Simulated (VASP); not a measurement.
# AlP (F-43m) in VASP: further runs

The runs below take AlP through single point, with PBEsol.

All numbers are computed with VASP 6.6.1; they aren't measurements. Logs are shortened: lines on timing, memory, paths and dates and some standing lists are left out, and cuts for length are marked.

**1. The cell of the first run**

It takes space group F-43m (No. 216, cubic). Conventional cell: a = 5.345 Å, b = 5.345 Å, c = 5.345 Å, α = 90.00°, β = 90.00°, γ = 90.00°. Al (site symmetry -43m) has 4 P at 2.31 Å within 3.1 Å. Within 3.1 Å of P (site symmetry -43m) lie 4 Al at 2.31 Å.

**2. Single point, PBEsol**

Input file INCAR:

```
SYSTEM = AlP
PREC     = Accurate       ! precision mode
ENCUT    = 500            ! plane-wave cutoff, eV
EDIFF    = 1E-6           ! SCF threshold, eV
ISMEAR   = 0              ! smearing method
SIGMA    = 0.01           ! smearing width, eV
LREAL    = .FALSE.        ! projectors in reciprocal space
LASPH    = .TRUE.         ! aspherical terms in the spheres
NELM     = 120            ! most SCF steps
ALGO     = Normal         ! electronic algorithm
ISIF     = 2              ! what is computed and relaxed
LWAVE    = .FALSE.        ! write WAVECAR
LCHARG   = .FALSE.        ! write CHGCAR
GGA      = PS             ! functional
NBANDS   = 11             ! bands
GGA_COMPAT= .FALSE.
```

Input file KPOINTS:

```
Automatic mesh
0
G
  8 8 8
  0 0 0
```

Input file POSCAR:

```
AlP
1.0
    0.0000000000      2.6724956014      2.6724956014
    2.6724956014      0.0000000000      2.6724956014
    2.6724956014      2.6724956014      0.0000000000
Al P
1 1
Direct
    0.0000000000      0.0000000000      0.0000000000
    0.7500000000      0.7500000000      0.7500000000
```

Potentials or basis: VASP PAW PBE potentials, release 64 (Al, P).

Launch:

```bash
> cat potpaw_PBE.64/Al/POTCAR potpaw_PBE.64/P/POTCAR > POTCAR
> mpirun -np 1 vasp_std > vasp.out
```

OUTCAR:

```text
SYSTEM = AlP
   PREC = Accurate
   ENCUT = 500
   EDIFF = 1E-6
   ISMEAR = 0
   LREAL = .FALSE.
   LASPH = .TRUE.
   NELM = 120
   ISIF = 2
   GGA = PS

 ion  position               nearest neighbor table
   1  0.000  0.000  0.000-   2 2.31   2 2.31   2 2.31   2 2.31
   2  0.750  0.750  0.750-   1 2.31   1 2.31   1 2.31   1 2.31

  LATTYP: Found a face centered cubic cell.
 ALAT       =     5.3449912028

  Lattice vectors:

 A1 = (   0.0000000000,   2.6724956014,   2.6724956014)
 A2 = (   2.6724956014,   0.0000000000,   2.6724956014)
 A3 = (   2.6724956014,   2.6724956014,   0.0000000000)

Analysis of symmetry for initial positions (statically):
=====================================================================
 Subroutine PRICEL returns:
 Original cell was already a primitive cell.

 Routine SETGRP: Setting up the symmetry group for a
 face centered cubic supercell.

 Subroutine GETGRP returns: Found 24 space group operations
 (whereof 24 operations were pure point group operations)
 out of a pool of 48 trial point group operations.

The static configuration has the point symmetry T_d .

Analysis of symmetry for dynamics (positions and initial velocities):
=====================================================================
 Subroutine PRICEL returns:
 Original cell was already a primitive cell.

 Routine SETGRP: Setting up the symmetry group for a
 face centered cubic supercell.

 Subroutine GETGRP returns: Found 24 space group operations
 (whereof 24 operations were pure point group operations)
 out of a pool of 48 trial point group operations.

The dynamic configuration has the point symmetry T_d .

 Subroutine INISYM returns: Found 24 space group operations
 (whereof 24 operations are pure point group operations),
 and found     1 'primitive' translations

----------------------------------------------------------------------------------------

                                     Primitive cell

  volume of cell :      38.1752

  direct lattice vectors                    reciprocal lattice vectors
     0.000000000  2.672495601  2.672495601    -0.187091047  0.187091047  0.187091047
     2.672495601  0.000000000  2.672495601     0.187091047 -0.187091047  0.187091047
     2.672495601  2.672495601  0.000000000     0.187091047  0.187091047 -0.187091047

  length of vectors
     3.779479525  3.779479525  3.779479525     0.324051199  0.324051199  0.324051199

  position of ions in fractional coordinates (direct lattice)
     0.000000000  0.000000000  0.000000000
     0.750000000  0.750000000  0.750000000

[... 85 lines left out ...]
   TEBEG  =    0.0;   TEEND  =   0.0 temperature during run
   PSTRESS=    0.0 pullay stress
   NELECT =       8.0000    total number of electrons
   NUPDOWN=      -1.0000    fix difference up-down
   EMIN   =  10.00;   EMAX   =-10.00  energy-range for DOS
   EFERMI =   0.00;   METHOD = LEGACY
   ISMEAR =     0;   SIGMA  =   0.01  broadening in eV -4-tet -1-fermi 0-gaus
   EFERMI_NEDOS =   21; number of points for ismear=-14 and -15
   IALGO  =     38    algorithm
   IMIX   =      4    mixing-type and parameters
     AMIX     =   0.40;   BMIX     =  1.00
     AMIX_MAG =   1.60;   BMIX_MAG =  1.00
  volume/ion in A,a.u.               =      19.09       128.81
  Fermi-wavevector in a.u.,A,eV,Ry     =   0.972399  1.837568 12.865122  0.945560
  Thomas-Fermi vector in A             =   2.102694
   LORBIT       =      0    0 simple, 1 ext, 2 COOP (PROOUT), +10 PAW based schemes
   GGA     = PS    functional components
   LHFCALC =     F    Hartree Fock is set to
   AEXX    =    0.0000 exact exchange contribution
   IVDW    =     0    specifies the selected vdW correction
   LEPSILON=     F    determine dielectric tensor
   LRPA    =     F    only Hartree local field effects (RPA)
 non-spin polarized calculation
 Gauss-broadening in eV      SIGMA  =   0.01
  energy-cutoff  :      500.00
  volume of cell :       38.18
 maximum number of plane-waves:       982
   NGX = 13   NGY = 13   NGZ = 13

 number of electron       7.9999999 magnetization

 Free energy of the ion-electron system (eV)
  ---------------------------------------------------
  ext. energy  EPLUGINS =         0.00000000
  ---------------------------------------------------
  free energy    TOTEN  =       -10.93759109 eV

  energy without entropy =      -10.93759109  energy(sigma->0) =      -10.93759109

 E-fermi :   5.2527     XC(G=0):  -9.6122

 val. band max:        5.1389214519   @ k =   0.0000   0.0000   0.0000
 cond. band min:       6.4440717778   @ k =   0.5000   0.5000   0.0000
 fundamental gap:      1.3051503259
 Fermi energy:         5.2527136888

 k-point     1 :       0.0000    0.0000    0.0000
  band No.  band energies     occupation
      1      -6.7697      2.00000
      2       5.1389      2.00000
      3       5.1389      2.00000
      4       5.1389      2.00000
      5       8.8867      0.00000
      6       9.7380      0.00000
      7       9.7380      0.00000
      8       9.7380      0.00000
      9      14.0132      0.00000
     10      14.0132      0.00000
     11      15.6986      0.00000
[... 309 lines left out ...]
 k-point    24 :      -0.3750    0.2500    0.1250
  band No.  band energies     occupation
      1      -4.5608      2.00000
      2      -0.3247      2.00000
      3       2.3611      2.00000
      4       3.5297      2.00000
      5       9.0466      0.00000
      6       9.7006      0.00000
      7      12.1774      0.00000
      8      13.0138      0.00000
      9      14.3710      0.00000
     10      16.7826      0.00000
     11      18.2953      0.00000

 [... further k-points ...]

------------------------ aborting loop because EDIFF is reached ----------------------------------------

  FORCE on cell =-STRESS in cart. coord.  units (eV):
  Direction    XX          YY          ZZ          XY          YZ          ZX
  --------------------------------------------------------------------------------------
  -------------------------------------------------------------------------------------
  Total        1.6743551      1.6743551      1.6743551      0.0000000     -0.0000000     -0.0000000
  in kB       70.2711672     70.2711672     70.2711672      0.0000000     -0.0000000     -0.0000000
  external PRESSURE =      70.2711672 kB  Pullay stress =       0.0000000 kB

 VOLUME and BASIS-vectors are now :
 -----------------------------------------------------------------------------
  energy-cutoff  :      500.00
  volume of cell :       38.18
      direct lattice vectors                 reciprocal lattice vectors
     0.000000000  2.672495601  2.672495601    -0.187091047  0.187091047  0.187091047
     2.672495601  0.000000000  2.672495601     0.187091047 -0.187091047  0.187091047
     2.672495601  2.672495601  0.000000000     0.187091047  0.187091047 -0.187091047

 POSITION                                       TOTAL-FORCE (eV/Angst)
 -----------------------------------------------------------------------------------
      0.00000      0.00000      0.00000        -0.000000      0.000000      0.000000
      4.00874      4.00874      4.00874         0.000000     -0.000000     -0.000000
 -----------------------------------------------------------------------------------
    total drift:                               -0.000000     -0.000000     -0.000000

  FREE ENERGIE OF THE ION-ELECTRON SYSTEM (eV)
  ---------------------------------------------------
  free  energy   TOTEN  =       -10.9375910900 eV

  energy  without entropy=      -10.9375910900  energy(sigma->0) =      -10.93759109
```

OSZICAR:

```text
N       E                     dE             d eps       ncg     rms          rms(c)
DAV:   1     0.101156277843E+02    0.10116E+02   -0.31256E+03   646   0.542E+02
DAV:   2    -0.104863764649E+02   -0.20602E+02   -0.19578E+02   810   0.867E+01
DAV:   3    -0.113270729328E+02   -0.84070E+00   -0.83867E+00   805   0.173E+01
DAV:   4    -0.113338410656E+02   -0.67681E-02   -0.67676E-02   787   0.189E+00
DAV:   5    -0.113339527186E+02   -0.11165E-03   -0.11165E-03   804   0.231E-01    0.468E+00
DAV:   6    -0.110028432629E+02    0.33111E+00   -0.56217E-01   721   0.284E+00    0.292E+00
DAV:   7    -0.109400294076E+02    0.62814E-01   -0.23143E-01   769   0.194E+00    0.136E+00
DAV:   8    -0.109376528922E+02    0.23765E-02   -0.14697E-02   736   0.593E-01    0.157E-01
DAV:   9    -0.109375507231E+02    0.10217E-03   -0.80816E-04   739   0.151E-01    0.536E-02
DAV:  10    -0.109375856976E+02   -0.34975E-04   -0.54180E-05   750   0.392E-02    0.155E-02
DAV:  11    -0.109375909598E+02   -0.52622E-05   -0.92014E-06   785   0.167E-02    0.147E-02
DAV:  12    -0.109375910900E+02   -0.13024E-06   -0.12674E-06   480   0.506E-03
   1 F= -.10937591E+02 E0= -.10937591E+02  d E =-.192178E-60
```

stdout:

```text
POSCAR found type information on POSCAR AlP
 POSCAR found :  2 types and       2 ions
 scaLAPACK will be used
 -----------------------------------------------------------------------------
|                                                                             |
|                                                                             |
|     You enforced a specific xc type in the INCAR file but a different       |
|     I HOPE YOU KNOW WHAT YOU ARE DOING!                                     |
|                                                                             |
 -----------------------------------------------------------------------------

 LDA part: xc-table for (Slater+PW92), standard interpolation
 POSCAR, INCAR and KPOINTS ok, starting setup
 FFT: planning ... GRIDC
 FFT: planning ... GRID_SOFT
 FFT: planning ... GRID
 WAVECAR not read
 entering main loop
```

Wall time 12 s (1 thread of Intel Xeon Platinum 8375C at 2.90GHz (Ice Lake), shared host); peak memory 0.15 GiB.

Results:

| Item | Value |
| --- | --- |
| Free energy | -10.9376 eV |
| Pressure | 7.0 GPa |
| Band gap on the k mesh | 1.31 eV (least direct gap 3.56 eV) |

Levels at points of the mesh, in eV from the valence-band top:
```csv
k point,band 2,band 3,band 4,band 5,band 6,band 7
"(0.00, 0.00, 0.00)",0.00,0.00,0.00,3.75,4.60,4.60
"(0.50, 0.00, 0.00)",-5.88,-0.80,-0.80,2.97,4.76,4.76
"(0.50, 0.50, 0.00)",-5.57,-2.26,-2.26,1.31,2.34,11.54
```

Caveat: the cell stands under pressure; the PAW data sets were made with another functional, which shifts forces and pressure a little. A k mesh can miss the band edges.

**3. Single point, PBEsol**

This run uses another cell than the first one, of 18.62 Å³/atom.

Input file INCAR:

```
SYSTEM = AlP
PREC = Accurate
ENCUT = 500
EDIFF = 1E-6
ISMEAR = 0
SIGMA = 0.01
LREAL = .False.
LASPH = .True.
NELM = 120
ALGO = Normal
ISIF = 2
LWAVE = .False.
LCHARG = .True.
GGA = PS
LELF = .True.
LVHAR = .True.
NBANDS = 11
GGA_COMPAT = .False.
```

Input file KPOINTS:

```
regular mesh
0
Gamma
  8 8 8
  0 0 0
```

Input file POSCAR:

```
AlP
1.0
    0.0000000000      2.6503531829      2.6503531829
    2.6503531829      0.0000000000      2.6503531829
    2.6503531829      2.6503531829      0.0000000000
Al P
1 1
Direct
    0.0000000000      0.0000000000      0.0000000000
    0.7500000000      0.7500000000      0.7500000000
```

Potentials or basis: VASP PAW PBE potentials, release 64 (Al, P).

Launch:

```bash
> cat potpaw_PBE.64/Al/POTCAR potpaw_PBE.64/P/POTCAR > POTCAR
> mpirun -np 1 vasp_std > vasp.out
```

Run time: 10 s. Hardware: 1 thread of Intel Xeon Platinum 8375C at 2.90GHz (Ice Lake), shared host; peak memory 0.15 GiB.

The run converged. Its results:

```
Free energy            : -10.8876 eV
Pressure               : 10.0 GPa
Band gap on the k mesh : 1.25 eV (least direct gap 3.56 eV)
```

Levels at points of the mesh, in eV from the valence-band top:
| k point | band 1 | band 2 | band 3 | band 4 | band 5 | band 6 | band 7 | band 8 | band 9 |
| --- | --- | --- | --- | --- | --- | --- | --- | --- | --- |
| (0.00, 0.00, 0.00) | -12.06 | 0.00 | 0.00 | 0.00 | 3.96 | 4.63 | 4.63 | 4.63 | 8.90 |
| (0.50, 0.00, 0.00) | -10.14 | -6.00 | -0.82 | -0.82 | 3.06 | 4.76 | 4.76 | 8.31 | 11.80 |
| (0.50, 0.50, 0.00) | -9.37 | -5.66 | -2.31 | -2.31 | 1.25 | 2.32 | 11.74 | 11.74 | 12.46 |

Caveat: the cell stands under pressure; the PAW data sets were made with another functional, which shifts forces and pressure a little. A k mesh can miss the band edges.

**4. Single point, PBEsol**

This run uses another cell than the first one, of 20.24 Å³/atom.

Edit INCAR of step 3 so:

```diff
@@ -12,6 +12,4 @@
 LWAVE = .False.
-LCHARG = .True.
+LCHARG = .False.
 GGA = PS
-LELF = .True.
-LVHAR = .True.
 NBANDS = 11
```

Input file KPOINTS:

```
Automatic mesh
0
Gamma
  8 8 8
  0 0 0
```

Input file POSCAR:

```
AlP
1.0
    0.0000000000      2.7250333476      2.7250333476
    2.7250333476      0.0000000000      2.7250333476
    2.7250333476      2.7250333476      0.0000000000
Al P
1 1
Direct
    0.0000000000      0.0000000000      0.0000000000
    0.7500000000      0.7500000000      0.7500000000
```

Launch:

```bash
> cat potpaw_PBE.64/Al/POTCAR potpaw_PBE.64/P/POTCAR > POTCAR
> mpirun -np 1 vasp_std > vasp.out
```

It took 11 s on 1 thread of Intel Xeon Platinum 8375C at 2.90GHz (Ice Lake), shared host; peak memory 0.15 GiB.

It converged, with:

- Free energy: -10.9936 eV
- Pressure: 1.0 GPa
- Band gap on the k mesh: 1.43 eV (least direct gap 3.25 eV)

Levels at points of the mesh, in eV from the valence-band top:
| k point | band 1 | band 2 | band 3 | band 4 | band 5 | band 6 | band 7 | band 8 |
| --- | --- | --- | --- | --- | --- | --- | --- | --- |
| (0.00, 0.00, 0.00) | -11.56 | 0.00 | 0.00 | 0.00 | 3.25 | 4.52 | 4.52 | 4.52 |
| (0.50, 0.00, 0.00) | -9.85 | -5.61 | -0.77 | -0.77 | 2.75 | 4.75 | 4.75 | 8.09 |
| (0.50, 0.50, 0.00) | -9.17 | -5.36 | -2.14 | -2.14 | 1.43 | 2.37 | 11.04 | 11.04 |

Caveat: the PAW data sets were made with another functional, which shifts forces and pressure a little.

(Part 1 of 2 ends here.)
